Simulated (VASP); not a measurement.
A run of VASP 6.6.1 is set up as follows.

File INCAR:

```
SYSTEM = LiSi2C2
PREC = Accurate ; ENCUT = 520
EDIFF = 1E-6 ; ISMEAR = 0
SIGMA = 0.1 ; LREAL = .FALSE.
LASPH = .TRUE. ; NELM = 60
ALGO = Normal ; ISIF = 2
LWAVE = .FALSE. ; LCHARG = .FALSE.
GGA = PE ; NBANDS = 18
```

Contents of KPOINTS:

```
regular mesh
0
G
  6 6 4
  0 0 0
```

POSCAR

```
LiSi2C2
1.0
    4.0980838892     -1.9728759725      0.0065361256
    4.0980838892      1.9728759725      0.0065361256
   -1.7826128302      0.0000000000      4.2238429757
Li Si C
1 2 2
Direct
    0.7724835641      0.7724835641      0.0100203990
    0.4290982903      0.4290982903      0.7140936260
    0.5957264194      0.5957264194      0.3736205212
    0.8572039760      0.2037385902      0.0444965668
    0.2037385902      0.8572039760      0.0444965668
```

Potentials or basis: VASP PAW PBE potentials, release 64 (Li_sv, Si, C).

Run with:

```sh
$ cat potpaw_PBE.64/Li_sv/POTCAR potpaw_PBE.64/Si/POTCAR potpaw_PBE.64/C/POTCAR > POTCAR
$ mpirun -np 1 vasp_std > vasp.out
```

Task: Predict the largest force.

Result: 0.050 eV/Å.

Forces on the atoms (eV/Å):
```
Li  -0.006  0.000 -0.012
Si   0.004  0.000 -0.005
Si  -0.004  0.000  0.009
C    0.003  0.050  0.004
C    0.003 -0.050  0.004
```

Caveat: the k points lie up to 0.37 Å⁻¹ apart.
